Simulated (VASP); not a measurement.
# Si (R-3m) in VASP: further runs

Runs on Si. Level: PBEsol. Tasks: relaxation of the atoms.

All numbers are computed with VASP 6.6.1; they aren't measurements. Logs are shortened: lines on timing, memory, paths and dates and some standing lists are left out, and cuts for length are marked.

### Step 1. The cell of the first run

Symmetry: R-3m, No. 166, trigonal system. Conventional cell: a = 3.852 Å, b = 3.852 Å, c = 9.364 Å, α = 90.00°, β = 90.00°, γ = 120.00°. Within 3.1 Å of Si (site symmetry 3m) lie 4 Si at 2.34 to 2.36 Å.

### Step 2. Relaxation of the atoms, PBEsol (equal xy, yz and zx engineering shears of -0.5 %)

INCAR reads:

```
SYSTEM = Si
PREC = Accurate
ENCUT = 520
EDIFF = 1E-6
ISMEAR = 0
SIGMA = 0.01
LREAL = .False.
LASPH = .True.
NELM = 60
ALGO = Normal
ISIF = 2
LWAVE = .False.
LCHARG = .False.
GGA = PS
IBRION = 2
NSW = 50
EDIFFG = -0.002
```

KPOINTS reads:

```
regular mesh
0
Gamma
  8 8 8
  0 0 0
```

POSCAR reads:

```
Si
1.0
   -0.0135836404      2.7099362562      2.7099362562
    2.7099362562     -0.0135836404      2.7099362562
    2.7099362562      2.7099362562     -0.0135836404
Si
2
Direct
    0.2500000000      0.2500000000      0.2500000000
    0.0000000000      0.0000000000      0.0000000000
```

Potentials or basis: VASP PAW PBE potentials, release 64 (Si).

The run is started by

```
$ cat potpaw_PBE.64/Si/POTCAR > POTCAR
$ mpirun -np 1 vasp_std > vasp.out
```

OUTCAR:

```text
SYSTEM = Si
   PREC = Accurate
   ENCUT = 520
   EDIFF = 1E-6
   ISMEAR = 0
   LREAL = .False.
   LASPH = .True.
   NELM = 60
   ISIF = 2
   GGA = PS
   IBRION = 2
   NSW = 50
   EDIFFG = -0.002

 ion  position               nearest neighbor table
   1  0.250  0.250  0.250-   2 2.34   2 2.36   2 2.36   2 2.36
   2  0.000  0.000  0.000-   1 2.34   1 2.36   1 2.36   1 2.36

  LATTYP: Found a trigonal (rhomboedric) cell.
 ALAT       =     3.8324526795
 COS(alpha) =     0.4949812503

  Lattice vectors:

 A1 = (  -0.0135836404,   2.7099362562,   2.7099362562)
 A2 = (   2.7099362562,  -0.0135836404,   2.7099362562)
 A3 = (   2.7099362562,   2.7099362562,  -0.0135836404)

Analysis of symmetry for initial positions (statically):
=====================================================================
 Subroutine PRICEL returns:
 Original cell was already a primitive cell.

 Routine SETGRP: Setting up the symmetry group for a
 trigonal (rhombohedral) supercell.

 Subroutine GETGRP returns: Found 12 space group operations
 (whereof  6 operations were pure point group operations)
 out of a pool of 12 trial point group operations.

The static configuration has the point symmetry C_3v.
 The point group associated with its full space group is D_3d.

Analysis of symmetry for dynamics (positions and initial velocities):
=====================================================================
 Subroutine PRICEL returns:
 Original cell was already a primitive cell.

 Routine SETGRP: Setting up the symmetry group for a
 trigonal (rhombohedral) supercell.

 Subroutine GETGRP returns: Found 12 space group operations
 (whereof  6 operations were pure point group operations)
 out of a pool of 12 trial point group operations.

The dynamic configuration has the point symmetry C_3v.
 The point group associated with its full space group is D_3d.

 Subroutine INISYM returns: Found 12 space group operations
 (whereof  6 operations are pure point group operations),
 and found     1 'primitive' translations

----------------------------------------------------------------------------------------

                                     Primitive cell

  volume of cell :      40.1015

  direct lattice vectors                    reciprocal lattice vectors
    -0.013583640  2.709936256  2.709936256    -0.183124683  0.184047226  0.184047226
     2.709936256 -0.013583640  2.709936256     0.184047226 -0.183124683  0.184047226
     2.709936256  2.709936256 -0.013583640     0.184047226  0.184047226 -0.183124683

  length of vectors
     3.832452680  3.832452680  3.832452680     0.318247407  0.318247407  0.318247407

  position of ions in fractional coordinates (direct lattice)
     0.250000000  0.250000000  0.250000000
     0.000000000  0.000000000  0.000000000

  ion indices of the primitive-cell ions
   primitive index   ion index
                 1           1
                 2           2

----------------------------------------------------------------------------------------

 KPOINTS: regular mesh

Automatic generation of k-mesh.
 Grid dimensions read from file:
 generate k-points for:    8    8    8

 Generating k-lattice:

  Cartesian coordinates                     Fractional coordinates (reciprocal lattice)
    -0.022890585  0.023005903  0.023005903     0.125000000 -0.000000000 -0.000000000
     0.023005903 -0.022890585  0.023005903    -0.000000000  0.125000000 -0.000000000
     0.023005903  0.023005903 -0.022890585    -0.000000000 -0.000000000  0.125000000

  Length of vectors
     0.039780926  0.039780926  0.039780926

  Shift w.r.t. Gamma in fractional coordinates (k-lattice)
     0.000000000  0.000000000  0.000000000

 Subroutine IBZKPT returns following result:
 ===========================================

 Found     65 irreducible k-points:

 Following reciprocal coordinates:
            Coordinates               Weight
  0.000000  0.000000  0.000000      1.000000
  0.125000  0.000000  0.000000      6.000000
  0.250000  0.000000  0.000000      6.000000
  0.375000  0.000000 -0.000000      6.000000
  0.500000  0.000000  0.000000      3.000000
  0.125000  0.125000  0.000000      6.000000
[... 16 lines left out ...]
  0.250000  0.125000  0.125000      6.000000
  0.375000  0.125000  0.125000      6.000000
 [... further k-points ...]
   k-points           NKPTS =     65   k-points in BZ     NKDIM =     65   number of bands    NBANDS=      8
   number of dos      NEDOS =    301   number of ions     NIONS =      2
   total plane-waves  NPLWV =  27000
   dimension x,y,z NGX =    30 NGY =   30 NGZ =   30
   dimension x,y,z NGXF=    60 NGYF=   60 NGZF=   60
   ions per type =               2
   NGX,Y,Z   is equivalent  to a cutoff of  13.01, 13.01, 13.01 a.u.
   NGXF,Y,Z  is equivalent  to a cutoff of  26.03, 26.03, 26.03 a.u.
 SYSTEM =  Si
   PREC   = accura    normal or accurate (medium, high low for compatibility)
   ISTART =      0    job   : 0-new  1-cont  2-samecut
   ICHARG =      2    charge: 1-file 2-atom 10-const
   ISPIN  =      1    spin polarized calculation?
   LNONCOLLINEAR =      F non collinear calculations
   LSORBIT =      F    spin-orbit coupling
   LASPH  =      T    aspherical Exc in radial PAW
   ENCUT  =  520.0 eV  38.22 Ry    6.18 a.u.   7.13  7.13  7.13*2*pi/ulx,y,z
   NELM   =     60;   NELMIN=  2; NELMDL= -5     # of ELM steps
   EDIFF  = 0.1E-05   stopping-criterion for ELM
   LREAL  =      F    real-space projection
   EDIFFG = -.2E-02   stopping-criterion for IOM
   NSW    =     50    number of steps for IOM
   IBRION =      2    ionic relax: 0-MD 1-quasi-New 2-CG
   NFREE  =      1    steps in history (QN), initial steepest desc. (CG)
   ISIF   =      2    stress and relaxation
   ISYM   =      2    0-nonsym 1-usesym 2-fastsym
   POTIM  = 0.5000    time-step for ionic-motion
   TEBEG  =    0.0;   TEEND  =   0.0 temperature during run
   PSTRESS=    0.0 pullay stress
   NELECT =       8.0000    total number of electrons
   NUPDOWN=      -1.0000    fix difference up-down
   EMIN   =  10.00;   EMAX   =-10.00  energy-range for DOS
   EFERMI =   0.00;   METHOD = LEGACY
   ISMEAR =     0;   SIGMA  =   0.01  broadening in eV -4-tet -1-fermi 0-gaus
   EFERMI_NEDOS =   21; number of points for ismear=-14 and -15
   IALGO  =     38    algorithm
   IMIX   =      4    mixing-type and parameters
     AMIX     =   0.40;   BMIX     =  1.00
     AMIX_MAG =   1.60;   BMIX_MAG =  1.00
  volume/ion in A,a.u.               =      20.05       135.31
  Fermi-wavevector in a.u.,A,eV,Ry     =   0.956573  1.807661 12.449761  0.915032
  Thomas-Fermi vector in A             =   2.085513
   LORBIT       =      0    0 simple, 1 ext, 2 COOP (PROOUT), +10 PAW based schemes
   GGA     = PS    functional components
   LHFCALC =     F    Hartree Fock is set to
   AEXX    =    0.0000 exact exchange contribution
   IVDW    =     0    specifies the selected vdW correction
   LEPSILON=     F    determine dielectric tensor
   LRPA    =     F    only Hartree local field effects (RPA)
 conjugate gradient relaxation of ions
 non-spin polarized calculation
 Gauss-broadening in eV      SIGMA  =   0.01
  energy-cutoff  :      520.00
  volume of cell :       40.10
 maximum number of plane-waves:      1100
 NGX is ok and might be reduce to    30
   NGX = 15   NGY = 15   NGZ = 15

--------------------------------------- Ionic step        1  -------------------------------------------

 number of electron       8.0000000 magnetization

 Free energy of the ion-electron system (eV)
  ---------------------------------------------------
  ext. energy  EPLUGINS =         0.00000000
  ---------------------------------------------------
  free energy    TOTEN  =       -11.48813461 eV

  energy without entropy =      -11.48813461  energy(sigma->0) =      -11.48813461

------------------------ aborting loop because EDIFF is reached ----------------------------------------

  FORCE on cell =-STRESS in cart. coord.  units (eV):
  Direction    XX          YY          ZZ          XY          YZ          ZX
  --------------------------------------------------------------------------------------
  -------------------------------------------------------------------------------------
  Total        0.0342544      0.0342544      0.0342544      0.1306192      0.1306192      0.1306192
  in kB        1.3685691      1.3685691      1.3685691      5.2186372      5.2186372      5.2186372
  external PRESSURE =       1.3685691 kB  Pullay stress =       0.0000000 kB
[... 57 lines left out ...]
  energy  without entropy=      -11.4883879943  energy(sigma->0) =      -11.48838799

--------------------------------------- Ionic step        3  -------------------------------------------

 number of electron       8.0000000 magnetization

 Free energy of the ion-electron system (eV)
  ---------------------------------------------------
  ext. energy  EPLUGINS =         0.00000000
  ---------------------------------------------------
  free energy    TOTEN  =       -11.48841550 eV

  energy without entropy =      -11.48841550  energy(sigma->0) =      -11.48841550

 E-fermi :   5.8799     XC(G=0):  -9.5471

 val. band max:        5.8237148692   @ k =   0.0000   0.0000   0.0000
 cond. band min:       6.2804134502   @ k =   0.3750   0.3750   0.0000
 fundamental gap:      0.4566985810
 Fermi energy:         5.8799129487

 k-point     1 :       0.0000    0.0000    0.0000
  band No.  band energies     occupation
      1      -6.2038      2.00000
      2       5.7531      2.00000
      3       5.7531      2.00000
      4       5.8237      2.00000
      5       8.2648      0.00000
      6       8.2648      0.00000
      7       8.3385      0.00000
      8       9.0941      0.00000
[... 243 lines left out ...]
 k-point    24 :       0.3750    0.1250    0.1250
  band No.  band energies     occupation
      1      -4.9476      2.00000
      2       1.1129      2.00000
      3       3.4812      2.00000
      4       4.9893      2.00000
      5       8.4258      0.00000
      6       9.3840      0.00000
      7       9.5714      0.00000
      8      11.9225      0.00000

 [... further k-points ...]

------------------------ aborting loop because EDIFF is reached ----------------------------------------

  FORCE on cell =-STRESS in cart. coord.  units (eV):
  Direction    XX          YY          ZZ          XY          YZ          ZX
  --------------------------------------------------------------------------------------
  -------------------------------------------------------------------------------------
  Total        0.0313995      0.0313995      0.0313995      0.0919890      0.0919890      0.0919890
  in kB        1.2545049      1.2545049      1.2545049      3.6752432      3.6752432      3.6752432
  external PRESSURE =       1.2545049 kB  Pullay stress =       0.0000000 kB
[... 17 lines left out ...]
  FREE ENERGIE OF THE ION-ELECTRON SYSTEM (eV)
  ---------------------------------------------------
  free  energy   TOTEN  =       -11.4884154984 eV

  energy  without entropy=      -11.4884154984  energy(sigma->0) =      -11.48841550

 reached required accuracy - stopping structural energy minimisation
```

Wall time 46 s (1 thread of Intel Xeon 8259CL, shared host); peak memory 0.16 GiB.

What came out:

* Free energy: -11.4884 eV
* Energy gained by relaxing: 0.1 meV/atom
* Ionic steps: 3
* Pressure after relaxing: 0.1 GPa
* Band gap on the k mesh: 0.46 eV (least direct gap 2.44 eV)

The path:
```csv
step,energy change (eV),largest force (eV/Å),pressure (GPa)
1,0.0000,0.0876,0.14
2,-0.0003,0.0273,0.12
3,-0.0003,0.0003,0.13
```

Final structure:
```
Si
1.0
    -0.01358    2.70994    2.70994
     2.70994   -0.01358    2.70994
     2.70994    2.70994   -0.01358
Si
2
Cartesian
  1.3534 1.3534 1.3534
  5.4044 5.4044 5.4044
```

Levels at points of the mesh, in eV from the valence-band top:
| k point | band 2 | band 3 | band 4 | band 5 | band 6 | band 7 |
| --- | --- | --- | --- | --- | --- | --- |
| (0.00, 0.00, 0.00) | -0.07 | -0.07 | 0.00 | 2.44 | 2.44 | 2.51 |
| (0.50, 0.00, 0.00) | -7.06 | -1.25 | -1.22 | 1.44 | 3.22 | 3.26 |
| (0.50, 0.50, 0.00) | -7.86 | -2.95 | -2.88 | 0.51 | 0.58 | 9.98 |
| (0.50, 0.50, 0.50) | -7.04 | -1.29 | -1.29 | 1.34 | 3.19 | 3.19 |

Caveat: the cell differs from its parent crystal (equal xy, yz and zx engineering shears of -0.5 %); the PAW data sets were made with another functional, which shifts forces and pressure a little.

### Step 3. Relaxation of the atoms, PBEsol (equal xy, yz and zx engineering shears of +0.5 %)

INCAR reads:

```
SYSTEM = Si
  PREC = Accurate
  ENCUT = 520
  EDIFF = 1E-6
  ISMEAR = 0
  SIGMA = 0.01
  LREAL = .FALSE.
  LASPH = .TRUE.
  NELM = 60
  ALGO = Normal
  ISIF = 2
  LWAVE = .FALSE.
  LCHARG = .FALSE.
  GGA = PS
  IBRION = 2
  NSW = 50
  EDIFFG = -0.002
```

KPOINTS reads:

```
Automatic mesh
0
G
  8 8 8
  0 0 0
```

POSCAR reads:

```
Si
1.0
    0.0135836404      2.7235198966      2.7235198966
    2.7235198966      0.0135836404      2.7235198966
    2.7235198966      2.7235198966      0.0135836404
Si
2
Direct
    0.2500000000      0.2500000000      0.2500000000
    0.0000000000      0.0000000000      0.0000000000
```

Potentials or basis: VASP PAW PBE potentials, release 64 (Si).

The run is started by

```
$ cat potpaw_PBE.64/Si/POTCAR > POTCAR
$ mpirun -np 1 vasp_std > vasp.out
```

It took 55 s on 1 thread of Intel Xeon 8259CL, shared host; peak memory 0.16 GiB.

Results (log left out):

```
Free energy               : -11.4884 eV
Energy gained by relaxing : 0.1 meV/atom
Ionic steps               : 3
Pressure after relaxing   : 0.1 GPa
Band gap on the k mesh    : 0.48 eV (least direct gap 2.43 eV)
```

Stress tensor (GPa, compression positive):
```
 0.13 -0.37 -0.37
-0.37  0.13 -0.37
-0.37 -0.37  0.13
```

The path:
```tsv
step	energy change (eV)	largest force (eV/Å)	pressure (GPa)
1	0.0000	0.0833	0.14
2	-0.0002	0.0231	0.12
3	-0.0003	0.0002	0.13
```

Final structure:
```yaml
crystal:
  lattice:
    - [0.01358, 2.72352, 2.72352]
    - [2.72352, 0.01358, 2.72352]
    - [2.72352, 2.72352, 0.01358]
  atoms:
    - { symbol: Si, position: [0.24967, 0.24967, 0.24967] }
    - { symbol: Si, position: [0.00033, 0.00033, 0.00033] }
```

Levels at points of the mesh, in eV from the valence-band top:
| k point | band 2 | band 3 | band 4 | band 5 | band 6 | band 7 |
| --- | --- | --- | --- | --- | --- | --- |
| (0.00, 0.00, 0.00) | -0.07 | 0.00 | 0.00 | 2.43 | 2.52 | 2.52 |
| (0.50, 0.00, 0.00) | -7.03 | -1.26 | -1.22 | 1.41 | 3.22 | 3.26 |
| (0.50, 0.50, 0.00) | -7.84 | -2.93 | -2.86 | 0.53 | 0.60 | 10.01 |
| (0.50, 0.50, 0.50) | -7.05 | -1.18 | -1.18 | 1.51 | 3.28 | 3.28 |

Caveat: the cell differs from its parent crystal (equal xy, yz and zx engineering shears of +0.5 %); the PAW data sets were made with another functional, which shifts forces and pressure a little.
